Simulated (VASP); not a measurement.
Wanted: the native input for a VASP 6.6.1 run.

* Task: single point
* Functional: LDA
* Potentials or basis: VASP PAW LDA potentials, release 64 (Sn_d, O)
* Cutoff: 600 eV
* k mesh: 6 × 6 × 6
* Occupations: gaussian, width 0.1 eV
* Spin: no spin polarisation
* Dipole correction: no
* Further INCAR settings: ALGO = Normal; EDIFF = 1e-06; NBANDS = 64

The structure of SnO2 lies in POSCAR:

```
SnO2
1.0
   -5.2941726212      5.2941726212      1.5884819088
    5.2941726212     -5.2941726212      1.5884819088
    5.2941726212      5.2941726212     -1.5884819088
Sn O
4 8
Direct
    0.3498952386      0.1664666734      0.5163619120
    0.8335333266      0.3498952386      0.1834285652
    0.1664666734      0.6501047614      0.8165714348
    0.6501047614      0.8335333266      0.4836380880
    0.1596616797      0.4584734439      0.6181351236
    0.5415265561      0.1596616797      0.7011882357
    0.4584734439      0.8403383203      0.2988117643
    0.8403383203      0.5415265561      0.3818648764
    0.8437099306      0.7908855845      0.6345955151
    0.2091144155      0.8437099306      0.0528243461
    0.1562900694      0.2091144155      0.3654044849
    0.7908855845      0.1562900694      0.9471756539
```

The input as run:

INCAR

```
PREC = Accurate
ENCUT = 600
EDIFF = 1E-6
ISMEAR = 0
SIGMA = 0.1
LREAL = False
LASPH = True
NELM = 120
ALGO = Normal
ISIF = 2
LWAVE = False
LCHARG = False
NBANDS = 64
GGA_COMPAT = False
```

KPOINTS

```
Automatic mesh
0
Gamma
  6 6 6
```

Potentials or basis: VASP PAW LDA potentials, release 64 (Sn_d, O).

Run with:

```bash
$ cat potpaw_LDA.64/Sn_d/POTCAR potpaw_LDA.64/O/POTCAR > POTCAR
$ mpirun -np 1 vasp_std > vasp.out
```

It gave:

| Item | Value |
| --- | --- |
| Pressure | 0.4 GPa |
| Largest force | 0.069 eV/Å |
| Band gap on the k mesh | 2.04 eV (least direct gap 2.25 eV) |

Caveat: spin-orbit coupling is left out, which moves the levels of the heavy elements.

Wall time 25 min on 1 thread of Intel(R) Xeon(R) Platinum 8259CL CPU @ 2.50GHz (Skylake/Cascade Lake), with other jobs on the host, peak memory 0.62 GiB.
